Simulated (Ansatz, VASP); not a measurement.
**ZnS in VASP and in Ansatz**

The input INCAR:

```
ALGO     = Normal         # electronic algorithm
EDIFF    = 1E-6           # SCF threshold, eV
ENCUT    = 500            # plane-wave cutoff, eV
GGA      = PS             # functional
GGA_COMPAT= F            
ISIF     = 2              # what is computed and relaxed
ISMEAR   = 0              # smearing method
LASPH    = T              # aspherical terms in the spheres
LCHARG   = F              # write CHGCAR
LREAL    = F              # projectors in reciprocal space
LWAVE    = F              # write WAVECAR
NBANDS   = 16             # bands
NELM     = 120            # most SCF steps
PREC     = Accurate       # precision mode
SIGMA    = 0.01           # smearing width, eV
```

The input KPOINTS:

```
k-points
0
Gamma
  8 8 8
```

File POSCAR:

```
ZnS
1.0
    2.6911584495      2.6911584495      0.0000000000
   -2.6911584495      2.6911584495      0.0000000000
    0.0000000000      2.6911584495      2.6625668710
Zn S
1 1
Direct
    0.7500000000      0.2500000000      0.5000000000
    0.0000000000      0.0000000000      0.0000000000
```

Input for Ansatz:

```yaml
crystal:
  lattice:
    - [2.69115844946, 2.69115844946, 0.0]
    - [-2.69115844946, 2.69115844946, 0.0]
    - [0.0, 2.69115844946, 2.662566871]
  atoms:
    - { symbol: Zn, position: [0.75, 0.25, 0.5] }
    - { symbol: S, position: [0.0, 0.0, 0.0] }
kpoints:
  mp_grid: { grid: [8, 8, 8] }
scf:
  occupations: { method: fixed }
  convergence: { dr2_threshold: 1.0e-10 }
hamiltonian:
  xc: pbesol
  pseudopotentials: { kind: all_electron, lapw: { basis_error: 0.0005 } }
output:
  forces: true
  stress: true
  eigenstates:
    kpoints:
      - [0.0, 0.0, 0.0]
      - [-0.5, -0.5, -0.5]
      - [-0.5, 0.5, 0.0]
      - [0.0, 0.0, -0.5]
      - [0.0, -0.5, -0.5]
      - [0.0, 0.5, 0.0]
      - [-0.5, 0.0, 0.0]
      - [-0.5, 0.0, -0.5]
  eigenvalues: true
```

Change from the starting cell: film at in-plane strain +0.005.

Alike in both runs: task single point; functional PBEsol; k mesh 8 × 8 × 8; no spin polarisation.

|  | VASP | Ansatz |
| --- | --- | --- |
| version | VASP 6.6.1 | Ansatz 0.2.0 |
| potentials or method | VASP PAW PBE potentials, release 64 (Zn, S), cutoff 500 eV | all-electron LAPW, scalar-relativistic |
| occupations | gaussian, width 0.01 eV | fixed |

|  | VASP | Ansatz | Ansatz less VASP |
| --- | --- | --- | --- |
| gap on the k mesh at the Fermi level (eV) | 2.05 | 2.05 | -0.003 |
| pressure (GPa) | -0.1 | -0.3 | -0.18 |
| traceless stress, the component that is largest in VASP (GPa) | 0.29 | 0.30 | +0.003 |

VASP's potentials were made for PBE, not for PBEsol. Ansatz ran all-electron here, and VASP with PAW potentials.
